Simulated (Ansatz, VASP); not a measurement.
ScAl3 in VASP and in Ansatz

File INCAR:

```
SYSTEM = ScAl3
ALGO     = Fast           ! electronic algorithm
EDIFF    = 1E-6           ! SCF threshold, eV
ENCUT    = 520            ! plane-wave cutoff, eV
GGA      = PE             ! functional
ISIF     = 2              ! what is computed and relaxed
ISMEAR   = 0              ! smearing method
LASPH    = .TRUE.         ! aspherical terms in the spheres
LCHARG   = .FALSE.        ! write CHGCAR
LREAL    = .FALSE.        ! projectors in reciprocal space
LWAVE    = .FALSE.        ! write WAVECAR
NBANDS   = 18             ! bands
NELM     = 80             ! most SCF steps
PREC     = Accurate       ! precision mode
SIGMA    = 0.1            ! smearing width, eV
```

The input KPOINTS:

```
k-points
0
G
  14 14 14
  0 0 0
```

Contents of POSCAR:

```
ScAl3
1.0
   -1.9555108543      1.9555108543      4.2309639018
    1.9555108543     -1.9555108543      4.2309639018
    1.9555108543      1.9555108543     -4.2309639018
Sc Al
1 3
Direct
    0.0000000000      0.0000000000      0.0000000000
    0.7500000000      0.2500000000      0.5000000000
    0.2500000000      0.7500000000      0.5000000000
    0.5000000000      0.5000000000      0.0000000000
```

Input for Ansatz:

```yaml
crystal:
  lattice:
    - [-1.9555108543, 1.9555108543, 4.2309639018]
    - [1.9555108543, -1.9555108543, 4.2309639018]
    - [1.9555108543, 1.9555108543, -4.2309639018]
  atoms:
    - { symbol: Sc, position: [0.0, 0.0, 0.0] }
    - { symbol: Al, position: [0.75, 0.25, 0.5] }
    - { symbol: Al, position: [0.25, 0.75, 0.5] }
    - { symbol: Al, position: [0.5, 0.5, 0.0] }
basis:
  ecutwfc: 420
kpoints:
  mp_grid: { grid: [14, 14, 14] }
hamiltonian:
  xc: pbe
scf:
  occupations: { method: gaussian, width: 0.1 }
output:
  forces: true
  stress: true
  eigenvalues: true
```

Alike in both runs: task single point; functional PBE; k mesh 14 × 14 × 14; occupations gaussian, width 0.1 eV; no spin polarisation.

|  | VASP | Ansatz |
| --- | --- | --- |
| version | VASP 6.6.1 | Ansatz 0.2.0 |
| potentials or method | VASP PAW PBE potentials, release 64 (Sc_sv, Al), cutoff 520 eV | scalar-relativistic, plane waves, PAW |
| valence electrons in the cell | 20 | 20 |

```tsv
	VASP	Ansatz	Ansatz less VASP
gap on the k mesh at the Fermi level (eV)	none	none	-
pressure (GPa)	9.8	9.8	-0.06
traceless stress, the component that is largest in VASP (GPa)	0.73	0.72	-0.008
```

A gap of «none» marks a metal or a gap that the smearing closes. With one functional, cell and mesh, what is left measures potentials, basis and numerics.
